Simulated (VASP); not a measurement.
# BN (Pm) in VASP: notebook, part 2 of 2

VASP 6.6.1. Earlier steps stand in the parts before.

## (3) Single point, LDA (mode 9 (1350.8 1/cm) frozen in, largest displacement +0.188 Å)

INCAR

```
SYSTEM = BN
ALGO     = Normal         ! electronic algorithm
EDIFF    = 1E-6           ! SCF threshold, eV
ENCUT    = 520            ! plane-wave cutoff, eV
GGA      = CA             ! functional
ISIF     = 2              ! what is computed and relaxed
ISMEAR   = 0              ! smearing method
LASPH    = .True.         ! aspherical terms in the spheres
LCHARG   = .True.         ! write CHGCAR
LELF     = .True.         ! ELF
LREAL    = .False.        ! projectors in reciprocal space
LVHAR    = .True.       
LWAVE    = .False.        ! write WAVECAR
NBANDS   = 16             ! bands
NELM     = 60             ! most SCF steps
PREC     = Accurate       ! precision mode
SIGMA    = 0.05           ! smearing width, eV
```

KPOINTS

```
k-points
0
Gamma
  12 12 4
  0 0 0
```

POSCAR

```
BN
1.0
    2.5039917043      0.0000000000      0.0000000000
   -1.2519958522      2.1685204268      0.0000000000
    0.0000000000      0.0000000000      6.6612000000
B N
2 2
Direct
    0.4082137731      0.6666666667      0.2500000000
    0.6666980551      0.3333333333      0.7500000000
    0.3333369021      0.6666666667      0.7500000000
    0.6088493717      0.3333333333      0.2500000000
```

Potentials or basis: VASP PAW LDA potentials, release 64 (B, N).

Launch:

```
cat potpaw_LDA.64/B/POTCAR potpaw_LDA.64/N/POTCAR > POTCAR
mpirun -np 1 vasp_std > vasp.out
```

OUTCAR:

```text
SYSTEM = BN
   EDIFF = 1E-6
   ENCUT = 520
   GGA = CA
   ISIF = 2
   ISMEAR = 0
   LASPH = .True.
   LREAL = .False.
   NELM = 60
   PREC = Accurate

 ion  position               nearest neighbor table
   1  0.408  0.667  0.250-   4 1.17   4 1.48   4 1.74
   2  0.667  0.333  0.750-   3 1.45   3 1.45   3 1.45
   3  0.333  0.667  0.750-   2 1.45   2 1.45   2 1.45
   4  0.609  0.333  0.250-   1 1.17   1 1.48   1 1.74

  LATTYP: Found a hexagonal cell.
 ALAT       =     2.5039917043
 C/A-ratio  =     2.6602324555

  Lattice vectors:

 A1 = (   2.5039917043,   0.0000000000,   0.0000000000)
 A2 = (  -1.2519958522,   2.1685204268,   0.0000000000)
 A3 = (   0.0000000000,   0.0000000000,   6.6612000000)

Analysis of symmetry for initial positions (statically):
=====================================================================
 Subroutine PRICEL returns:
 Original cell was already a primitive cell.

 Routine SETGRP: Setting up the symmetry group for a
 hexagonal supercell.

 Subroutine GETGRP returns: Found  2 space group operations
 (whereof  1 operations were pure point group operations)
 out of a pool of 24 trial point group operations.

The static configuration has the point symmetry C_1 .
 The point group associated with its full space group is C_1h.

Analysis of symmetry for dynamics (positions and initial velocities):
=====================================================================
 Subroutine PRICEL returns:
 Original cell was already a primitive cell.

 Routine SETGRP: Setting up the symmetry group for a
 hexagonal supercell.

 Subroutine GETGRP returns: Found  2 space group operations
 (whereof  1 operations were pure point group operations)
 out of a pool of 24 trial point group operations.

The dynamic configuration has the point symmetry C_1 .
 The point group associated with its full space group is C_1h.

 Subroutine INISYM returns: Found  2 space group operations
 (whereof  1 operations are pure point group operations),
 and found     1 'primitive' translations

----------------------------------------------------------------------------------------

                                     Primitive cell

  volume of cell :      36.1700

  direct lattice vectors                    reciprocal lattice vectors
     2.503991704  0.000000000  0.000000000     0.399362345  0.230571958  0.000000000
    -1.251995852  2.168520427  0.000000000     0.000000000  0.461143915  0.000000000
     0.000000000  0.000000000  6.661200000     0.000000000  0.000000000  0.150123101

  length of vectors
     2.503991704  2.503991704  6.661200000     0.461143915  0.461143915  0.150123101

  position of ions in fractional coordinates (direct lattice)
     0.408213773  0.666666667  0.250000000
     0.666698055  0.333333333  0.750000000
     0.333336902  0.666666667  0.750000000
     0.608849372  0.333333333  0.250000000

  ion indices of the primitive-cell ions
   primitive index   ion index
                 1           1
                 2           2
                 3           3
                 4           4

----------------------------------------------------------------------------------------

 KPOINTS: k-points

[... 24 lines left out ...]
  0.000000  0.000000  0.000000      1.000000
  0.083333  0.000000  0.000000      2.000000
  0.000000  0.083333  0.000000      2.000000
 -0.083333  0.083333  0.000000      2.000000
  0.166667  0.000000  0.000000      2.000000
  0.000000  0.166667  0.000000      2.000000
[... 16 lines left out ...]
  0.166667  0.083333  0.000000      2.000000
 -0.083333  0.250000  0.000000      2.000000
 [... further k-points ...]
   k-points           NKPTS =    222   k-points in BZ     NKDIM =    222   number of bands    NBANDS=     16
   number of dos      NEDOS =    301   number of ions     NIONS =      4
   total plane-waves  NPLWV =  20000
   dimension x,y,z NGX =    20 NGY =   20 NGZ =   50
   dimension x,y,z NGXF=    40 NGYF=   40 NGZF=  100
   ions per type =               2   2
   NGX,Y,Z   is equivalent  to a cutoff of  13.28, 13.28, 12.48 a.u.
   NGXF,Y,Z  is equivalent  to a cutoff of  26.56, 26.56, 24.96 a.u.
 SYSTEM =  BN
   PREC   = accura    normal or accurate (medium, high low for compatibility)
   ISTART =      0    job   : 0-new  1-cont  2-samecut
   ICHARG =      2    charge: 1-file 2-atom 10-const
   ISPIN  =      1    spin polarized calculation?
   LNONCOLLINEAR =      F non collinear calculations
   LSORBIT =      F    spin-orbit coupling
   LASPH  =      T    aspherical Exc in radial PAW
   ENCUT  =  520.0 eV  38.22 Ry    6.18 a.u.   4.66  4.66 12.39*2*pi/ulx,y,z
   NELM   =     60;   NELMIN=  2; NELMDL= -5     # of ELM steps
   EDIFF  = 0.1E-05   stopping-criterion for ELM
   LREAL  =      F    real-space projection
   EDIFFG = 0.1E-04   stopping-criterion for IOM
   NSW    =      0    number of steps for IOM
   IBRION =     -1    ionic relax: 0-MD 1-quasi-New 2-CG
   NFREE  =      0    steps in history (QN), initial steepest desc. (CG)
   ISIF   =      2    stress and relaxation
   ISYM   =      2    0-nonsym 1-usesym 2-fastsym
   POTIM  = 0.5000    time-step for ionic-motion
   TEBEG  =    0.0;   TEEND  =   0.0 temperature during run
   PSTRESS=    0.0 pullay stress
   NELECT =      16.0000    total number of electrons
   NUPDOWN=      -1.0000    fix difference up-down
   EMIN   =  10.00;   EMAX   =-10.00  energy-range for DOS
   EFERMI =   0.00;   METHOD = LEGACY
   ISMEAR =     0;   SIGMA  =   0.05  broadening in eV -4-tet -1-fermi 0-gaus
   EFERMI_NEDOS =   21; number of points for ismear=-14 and -15
   IALGO  =     38    algorithm
   IMIX   =      4    mixing-type and parameters
     AMIX     =   0.40;   BMIX     =  1.00
     AMIX_MAG =   1.60;   BMIX_MAG =  1.00
  volume/ion in A,a.u.               =       9.04        61.02
  Fermi-wavevector in a.u.,A,eV,Ry     =   1.247379  2.357205 21.170055  1.555955
  Thomas-Fermi vector in A             =   2.381514
   LORBIT       =      0    0 simple, 1 ext, 2 COOP (PROOUT), +10 PAW based schemes
   GGA     = CA    functional components
   LHFCALC =     F    Hartree Fock is set to
   AEXX    =    0.0000 exact exchange contribution
   IVDW    =     0    specifies the selected vdW correction
   LEPSILON=     F    determine dielectric tensor
   LRPA    =     F    only Hartree local field effects (RPA)
 non-spin polarized calculation
 Gauss-broadening in eV      SIGMA  =   0.05
  energy-cutoff  :      520.00
  volume of cell :       36.17
 maximum number of plane-waves:       992
   NGX =  9   NGY =  9   NGZ = 25

 number of electron      16.0000003 magnetization

 Free energy of the ion-electron system (eV)
  ---------------------------------------------------
  ext. energy  EPLUGINS =         0.00000000
  ---------------------------------------------------
  free energy    TOTEN  =       -36.21170446 eV

  energy without entropy =      -36.21170446  energy(sigma->0) =      -36.21170446

 E-fermi :   4.0575     XC(G=0): -10.4696

 val. band max:        3.7815442729   @ k =   0.0000   0.0000   0.5000
 cond. band min:       5.6156372922   @ k =   0.5000   0.5000   0.5000
 fundamental gap:      1.8340930193
 Fermi energy:         4.0574626140

 k-point     1 :       0.0000    0.0000    0.0000
  band No.  band energies     occupation
      1     -15.5244      2.00000
      2     -15.2007      2.00000
      3      -4.3306      2.00000
      4      -2.5386      2.00000
      5      -2.1971      2.00000
      6       0.6877      2.00000
[... 433 lines left out ...]
      3      -3.9839      2.00000
      4      -3.0246      2.00000
      5      -2.2345      2.00000
      6      -1.0363      2.00000
[... 8 lines left out ...]
     15      16.8609      0.00000
     16      17.1075      0.00000

 [... further k-points ...]

------------------------ aborting loop because EDIFF is reached ----------------------------------------

  FORCE on cell =-STRESS in cart. coord.  units (eV):
  Direction    XX          YY          ZZ          XY          YZ          ZX
  --------------------------------------------------------------------------------------
  -------------------------------------------------------------------------------------
  Total        7.6788314      4.3763892     -0.1896951     -6.5892675      0.0000000      0.0000000
  in kB      340.1393205    193.8552841     -8.4026789   -291.8763093      0.0000000      0.0000000
  external PRESSURE =     175.1973086 kB  Pullay stress =       0.0000000 kB

 VOLUME and BASIS-vectors are now :
 -----------------------------------------------------------------------------
  energy-cutoff  :      520.00
  volume of cell :       36.17
      direct lattice vectors                 reciprocal lattice vectors
     2.503991704  0.000000000  0.000000000     0.399362345  0.230571958  0.000000000
    -1.251995852  2.168520427  0.000000000     0.000000000  0.461143915  0.000000000
     0.000000000  0.000000000  6.661200000     0.000000000  0.000000000  0.150123101

 POSITION                                       TOTAL-FORCE (eV/Angst)
 -----------------------------------------------------------------------------------
      0.18750      1.44568      1.66530       -14.982529      8.696845      0.000000
      1.25207      0.72284      4.99590        -0.003386     -0.002043      0.000000
      0.00001      1.44568      4.99590        -0.009386      0.015475      0.000000
      1.10722      0.72284      1.66530        14.995302     -8.710276      0.000000
 -----------------------------------------------------------------------------------
    total drift:                                0.000413     -0.000102      0.000000

  FREE ENERGIE OF THE ION-ELECTRON SYSTEM (eV)
  ---------------------------------------------------
  free  energy   TOTEN  =       -36.2117044555 eV

  energy  without entropy=      -36.2117044555  energy(sigma->0) =      -36.21170446
```

Wall time 95 s (1 thread of Intel Xeon 6975P-C, shared host); peak memory 0.21 GiB.

Results:

- Free energy: -36.2117 eV
- Pressure: 17.5 GPa
- Largest force: 17.342 eV/Å
- Band gap on the k mesh: 1.83 eV, indirect (least direct gap 3.19 eV)

Forces in eV/Å, atoms in the order of the input:
```
B   -14.983   8.697   0.000
B    -0.003  -0.002   0.000
N    -0.009   0.015   0.000
N    14.995  -8.710   0.000
```

Caveat: the cell differs from its parent crystal (mode 9 (1350.8 1/cm) frozen in, largest displacement +0.188 Å); forces of over 1 eV/Å act on the atoms, so gaps and moduli don't describe the material at rest.
